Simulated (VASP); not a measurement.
# CaO (P2_1/m) in VASP: a series of runs, part 2 of 2

VASP 6.6.1. The steps go on from the part before.

## (3) Single point, PBE (strain +0.0050 x Voigt [0, 0, 0, 0, 0, 1])

INCAR

```
PREC     = Accurate       # precision mode
ENCUT    = 520            # plane-wave cutoff, eV
EDIFF    = 1E-6           # SCF threshold, eV
ISMEAR   = 0              # smearing method
SIGMA    = 0.05           # smearing width, eV
LREAL    = F              # projectors in reciprocal space
LASPH    = T              # aspherical terms in the spheres
NELM     = 80             # most SCF steps
ALGO     = Normal         # electronic algorithm
ISIF     = 2              # what is computed and relaxed
LWAVE    = F              # write WAVECAR
LCHARG   = F              # write CHGCAR
GGA      = PE             # functional
NBANDS   = 24             # bands
```

KPOINTS

```
Automatic mesh
0
Gamma
  9 9 6
```

POSCAR

```
CaO
1.0
    3.9919758245      0.0099799395      0.0000000000
   -1.9873450310      3.4521625055      0.0000000000
    0.0000000000      0.0000000000      4.7848400100
Ca O
2 2
Direct
    0.3333333333      0.6666666667      0.7500000000
    0.6666666667      0.3333333333      0.2500000000
    0.3333333333      0.6666666667      0.2500000000
    0.6666666667      0.3333333333      0.7500000000
```

Potentials or basis: VASP PAW PBE potentials, release 64 (Ca_sv, O).

Launch:

```sh
> cat potpaw_PBE.64/Ca_sv/POTCAR potpaw_PBE.64/O/POTCAR > POTCAR
> mpirun -np 1 vasp_std > vasp.out
```

OUTCAR:

```text
PREC = Accurate
   ENCUT = 520
   EDIFF = 1E-6
   ISMEAR = 0
   LREAL = F
   LASPH = T
   NELM = 80
   ISIF = 2
   GGA = PE

 ion  position               nearest neighbor table
   1  0.333  0.667  0.750-   4 2.30   4 2.30   4 2.31   3 2.39   3 2.39
   2  0.667  0.333  0.250-   3 2.30   3 2.30   3 2.31   4 2.39   4 2.39
   3  0.333  0.667  0.250-   2 2.30   2 2.30   2 2.31   1 2.39   1 2.39
   4  0.667  0.333  0.750-   1 2.30   1 2.30   1 2.31   2 2.39   2 2.39

  Warning from LATTYP: Monoclinic adjustment (A1->A3, A2->A1, A3->A2)!
  LATTYP: Found a simple monoclinic cell.
 ALAT       =     3.9833360688
 B/A-ratio  =     1.2012142404
 C/A-ratio  =     1.0021721066
 COS(beta)  =    -0.4967465479

  Lattice vectors:

 A1 = (  -1.9873450310,   3.4521625055,   0.0000000000)
 A2 = (   0.0000000000,   0.0000000000,   4.7848400100)
 A3 = (   3.9919758245,   0.0099799395,   0.0000000000)

Analysis of symmetry for initial positions (statically):
=====================================================================
 Subroutine PRICEL returns:
 Original cell was already a primitive cell.

[... 175 lines left out ...]

 E-fermi :   1.6461     XC(G=0):  -9.3949

 val. band max:        1.3460040713   @ k =   0.0000   0.0000   0.0000
 cond. band min:       4.5071248394   @ k =   0.0000   0.0000   0.0000
 fundamental gap:      3.1611207681
 Fermi energy:         1.6461176996

 k-point     1 :       0.0000    0.0000    0.0000
  band No.  band energies     occupation
      1     -36.3092      2.00000
      2     -36.1786      2.00000
      3     -17.6467      2.00000
      4     -17.4069      2.00000
      5     -17.4058      2.00000
      6     -17.2107      2.00000
[... 637 lines left out ...]
     23       9.5528      0.00000
     24       9.7245      0.00000

 [... further k-points ...]

------------------------ aborting loop because EDIFF is reached ----------------------------------------

  FORCE on cell =-STRESS in cart. coord.  units (eV):
  Direction    XX          YY          ZZ          XY          YZ          ZX
  --------------------------------------------------------------------------------------
  -------------------------------------------------------------------------------------
  Total        0.5579416      0.5573319      0.7081553     -0.0843787      0.0000000      0.0000000
  in kB       13.5371803     13.5223873     17.1817726     -2.0472564      0.0000000      0.0000000
  external PRESSURE =      14.7471134 kB  Pullay stress =       0.0000000 kB

 VOLUME and BASIS-vectors are now :
 -----------------------------------------------------------------------------
  energy-cutoff  :      520.00
  volume of cell :       66.03
      direct lattice vectors                 reciprocal lattice vectors
     3.991975824  0.009979939  0.000000000     0.250142513  0.144002341  0.000000000
    -1.987345031  3.452162506  0.000000000    -0.000723143  0.289257201  0.000000000
     0.000000000  0.000000000  4.784840010     0.000000000  0.000000000  0.208993404

 POSITION                                       TOTAL-FORCE (eV/Angst)
 -----------------------------------------------------------------------------------
      0.00576      2.30477      3.58863        -0.032191      0.000239      0.000000
      1.99887      1.15737      1.19621         0.032191     -0.000239      0.000000
      0.00576      2.30477      1.19621        -0.024904      0.000223      0.000000
      1.99887      1.15737      3.58863         0.024904     -0.000223      0.000000
 -----------------------------------------------------------------------------------
    total drift:                               -0.000000      0.000000     -0.000000

  FREE ENERGIE OF THE ION-ELECTRON SYSTEM (eV)
  ---------------------------------------------------
  free  energy   TOTEN  =       -25.3451296701 eV

  energy  without entropy=      -25.3451296701  energy(sigma->0) =      -25.34512967
```

stdout:

```text
POSCAR found type information on POSCAR CaO
 POSCAR found :  2 types and       4 ions
 scaLAPACK will be used
 LDA part: xc-table for (Slater+PW92), standard interpolation
 POSCAR, INCAR and KPOINTS ok, starting setup
 FFT: planning ... GRIDC
 FFT: planning ... GRID_SOFT
 FFT: planning ... GRID
 WAVECAR not read
 entering main loop
```

Wall time 5.6 min (1 thread of AMD EPYC 7R43 (Zen 3), shared host); peak memory 0.3 GiB.

What came out:

- Free energy: -25.3451 eV
- Pressure: 1.5 GPa
- Largest force: 0.032 eV/Å
- Band gap on the k mesh: 3.16 eV

Forces on the atoms (eV/Å):
```
Ca  -0.032  0.000  0.000
Ca   0.032  0.000  0.000
O   -0.025  0.000  0.000
O    0.025  0.000  0.000
```

Levels at points of the mesh, in eV from the valence-band top:
```
           k point  band 14  band 15  band 16  band 17  band 18  band 19
(0.00, 0.00, 0.00)    -1.15    -1.09     0.00     3.16     6.13     6.14
(0.00, 0.00, 0.50)    -1.29    -1.29    -1.29     4.97     4.97     7.76
```

Caveat: the cell differs from its parent crystal (strain +0.0050 x Voigt [0, 0, 0, 0, 0, 1]). A k mesh can miss the band edges.
